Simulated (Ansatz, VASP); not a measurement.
**Two plane-wave programs on Rb**

The input INCAR:

```
PREC = Accurate ; ENCUT = 520
EDIFF = 1E-6 ; ISMEAR = 0
SIGMA = 0.05 ; LREAL = False
LASPH = True ; NELM = 100
ALGO = Fast ; ISIF = 2
LWAVE = False ; LCHARG = False
GGA = PE ; NBANDS = 16
```

Contents of KPOINTS:

```
regular mesh
0
Gamma
  8 8 8
```

The input POSCAR:

```
Rb
1.0
    0.0000000000     -4.7579760000      0.0000000000
    4.7579760000      0.0000000000      0.0000000000
   -2.3789880000      2.3789880000      8.4886690000
Rb
2
Direct
    0.2500000000      0.7500000000      0.5000000000
    0.5088353074      0.5088353074      0.0176706148
```

Input for Ansatz:

```yaml
crystal:
  lattice:
    - [0.0, -4.757976, 0.0]
    - [4.757976, 0.0, 0.0]
    - [-2.378988, 2.378988, 8.488669]
  atoms:
    - { symbol: Rb, position: [0.25, 0.75, 0.5] }
    - { symbol: Rb, position: [0.5088353074, 0.5088353074, 0.0176706148] }
basis:
  ecutwfc: 500
  fft_grid_basis: typed
kpoints:
  mp_grid: { grid: [8, 8, 8] }
hamiltonian:
  xc: pbe
  pseudopotentials: { kind: paw }
scf:
  occupations: { method: gaussian, width: 0.05 }
output:
  forces: true
  stress: true
  eigenvalues: true
  bader: true
  write_density: true
  volumetric_format: npy
```

Alike in both runs: task single point; functional PBE; k mesh 8 × 8 × 8; occupations gaussian, width 0.05 eV; no spin polarisation.

```csv
,VASP,Ansatz
version,VASP 6.6.1,Ansatz 0.2.0
potentials or method,"VASP PAW PBE potentials, release 64 (Rb_sv), cutoff 520 eV","scalar-relativistic, plane waves, PAW"
valence electrons in the cell,18,18
```

Ansatz gave:

- gap on the k mesh at the Fermi level (eV): none
- pressure (GPa): 0.0
- traceless stress, the component that is largest in VASP (GPa): -0.05
- rms of the force components (eV/Å): 0.034

Task: Estimate VASP's values.

Result: gap on the k mesh at the Fermi level (eV): none; pressure (GPa): 0.0; traceless stress, the component that is largest in VASP (GPa): -0.05; rms of the force components (eV/Å): 0.033.

Atom by atom the forces differ by 0.001 eV/Å (rms over components). A gap of «none» marks a metal or a gap that the smearing closes.
